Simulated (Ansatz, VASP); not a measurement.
One calculation of La, two programs

```
CELL_PARAMETERS angstrom
0.00000 3.37766 3.37766
3.37766 0.00000 3.37766
3.37766 3.37766 0.00000
ATOMIC_POSITIONS crystal
La 0.12500 0.12500 0.12500
La 0.87500 0.87500 0.87500
```

Alike in both runs: task single point; functional RPBE; k mesh 9 × 9 × 9; occupations fermi-dirac, width 0.1 eV; no spin polarisation.

```csv
,VASP,Ansatz
version,VASP 6.6.1,Ansatz 0.2.0
potentials or method,"VASP PAW PBE potentials, release 64 (La), cutoff 520 eV","plane waves (420 eV) with PAW, scalar-relativistic"
valence electrons in the cell,22,22
```

Ansatz gave:

```
pressure (GPa) : 0.0
```

Problem. Estimate VASP's values.

Solution. Pressure (GPa): -0.1.

VASP's potentials were made for PBE, not for RPBE.

Neither program's run includes spin-orbit coupling.
